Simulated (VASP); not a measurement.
## Sb: single point with PBE

Crystal: Sb.

```
Sb
1.0
     0.00000    2.39796    2.39796
     2.39796    0.00000    2.39796
     2.39796    2.39796    0.00000
Sb
1
Direct
  0.00000 0.00000 0.00000
```

```
Program             : VASP 6.6.1
Task                : single point
Functional          : PBE
Potentials or basis : VASP PAW PBE potentials, release 64 (Sb)
Cutoff              : 520 eV
k mesh              : 15 × 15 × 15
Occupations         : fermi-dirac, width 0.05 eV
Spin                : no spin polarisation
```

The pressure is -0.3 GPa.

Levels at points of the mesh, in eV from the Fermi level:
```tsv
k point	band 1	band 2	band 3	band 4	band 5
(0.00, 0.00, 0.00)	-12.78	5.11	5.11	5.11	9.84
```

Run time: 16 s on 1 thread of Intel(R) Xeon(R) Platinum 8488C (Sapphire Rapids) (shared host), peak memory 0.16 GiB.

Caveat: spin-orbit coupling is left out, which moves the levels of the heavy elements.
